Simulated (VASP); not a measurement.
A run of VASP 6.6.1:

File INCAR:

```
PREC     = Accurate       # precision mode
ENCUT    = 600            # plane-wave cutoff, eV
EDIFF    = 1E-7           # SCF threshold, eV
ISMEAR   = -1             # smearing method
SIGMA    = 0.05           # smearing width, eV
LREAL    = False          # projectors in reciprocal space
LASPH    = True           # aspherical terms in the spheres
NELM     = 150            # most SCF steps
ALGO     = Normal         # electronic algorithm
ISIF     = 3              # what is computed and relaxed
LWAVE    = False          # write WAVECAR
LCHARG   = False          # write CHGCAR
ISPIN    = 2              # spin polarisation
MAGMOM   = 2 0            # initial moments
LORBIT   = 11             # projections on sites
LMAXMIX  = 4              # l up to which the mixer works
LDAU     = True           # DFT+U
LDAUTYPE = 2            
LDAUL    = 2 -1           # shell
LDAUU    = 4 0            # U, eV
LDAUJ    = 0 0          
LDAUPRINT= 1            
GGA      = PE             # functional
IBRION   = 2              # ionic algorithm
NSW      = 60             # ionic steps
EDIFFG   = -0.01          # ionic threshold
```

The input KPOINTS:

```
regular mesh
0
Gamma
  12 12 12
```

POSCAR

```
CoO
1.0
   -1.5080000000      1.5080000000      2.1072475377
    1.5080000000     -1.5080000000      2.1072475377
    1.5080000000      1.5080000000     -2.1072475377
Co O
1 1
Direct
    0.0000000000      0.0000000000      0.0000000000
    0.5000000000      0.5000000000      0.0000000000
```

Potentials or basis: VASP PAW PBE potentials, release 64 (Co, O).

Command:

```sh
$ cat potpaw_PBE.64/Co/POTCAR potpaw_PBE.64/O/POTCAR > POTCAR
$ mpirun -np 1 vasp_std > vasp.out
```

Hardware: 1 thread of AMD EPYC 7571 (shared host).

**Question.** How long does it take, and how much memory?

**Answer.** Run time: 11 min on 1 thread of AMD EPYC 7571, with other jobs on the host, peak memory 0.18 GiB. Counts: scf iterations 59, k points 163, ion steps 6.
